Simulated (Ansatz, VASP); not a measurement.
## LiCl: VASP beside Ansatz

POSCAR

```
LiCl
1.0
    0.0000000000      2.5124130641      2.5124130641
    2.5124130641      0.0000000000      2.5124130641
    2.5124130641      2.5124130641      0.0000000000
Cl Li
1 1
Direct
    0.5000000000      0.5000000000      0.5000000000
    0.0000000000      0.0000000000      0.0000000000
```

Contents of INCAR.step1:

```
SYSTEM = LiCl
  ALGO = Normal
  EDIFF = 1E-4
  ENCUT = 520
  GGA = PE
  ISMEAR = -1
  LASPH = .True.
  LCHARG = .False.
  LREAL = .False.
  LWAVE = .True.
  NBANDS = 12
  NELM = 60
  PREC = Accurate
  SIGMA = 0.05
```

Contents of INCAR.step2:

```
SYSTEM = LiCl
  ALGO = Normal
  EDIFF = 1E-7
  ENCUT = 520
  ISIF = 2
  ISMEAR = -1
  ISTART = 1
  LASPH = .True.
  LCHARG = .False.
  LMIXTAU = .True.
  LREAL = .False.
  LWAVE = .False.
  METAGGA = R2SCAN
  NBANDS = 12
  NELM = 60
  PREC = Accurate
  SIGMA = 0.05
```

Contents of KPOINTS:

```
k-points
0
Gamma
  9 9 9
  0 0 0
```

File input.yaml:

```yaml
crystal:
  lattice:
    - [0.0, 2.5124130641, 2.5124130641]
    - [2.5124130641, 0.0, 2.5124130641]
    - [2.5124130641, 2.5124130641, 0.0]
  atoms:
    - { symbol: Cl, position: [0.5, 0.5, 0.5] }
    - { symbol: Li, position: [0.0, 0.0, 0.0] }
hamiltonian:
  xc: r2scan
  pseudopotentials: { kind: paw }
kpoints:
  mp_grid: { grid: [9, 9, 9] }
scf:
  occupations: { method: fermi_dirac, width: 0.05 }
output:
  forces: true
  stress: true
  eigenvalues: true
```

Alike in both runs: task single point; functional r2SCAN; k mesh 9 × 9 × 9; occupations fermi-dirac, width 0.05 eV; no spin polarisation.

|  | VASP | Ansatz |
| --- | --- | --- |
| version | VASP 6.6.1 | Ansatz 0.2.0 |
| potentials or method | VASP PAW PBE potentials, release 64 (Cl, Li_sv) | Ansatz PAW |
| plane-wave cutoff (eV) | 520 | 500 |
| valence electrons in the cell | 10 | 10 |

|  | VASP | Ansatz | Ansatz less VASP |
| --- | --- | --- | --- |
| gap on the k mesh at the Fermi level (eV) | 7.66 | 7.63 | -0.030 |
| least direct gap on the mesh (eV) | 7.72 | 7.63 | -0.091 |

VASP's potentials were made for PBE, not for r2SCAN.

Noted on VASP's run: the cutoff is short for stress, so the pressure is rough. Noted on Ansatz's run: odd divisions of the mesh miss points on the zone boundary, where band edges often lie, so the gap on the mesh can be too wide.
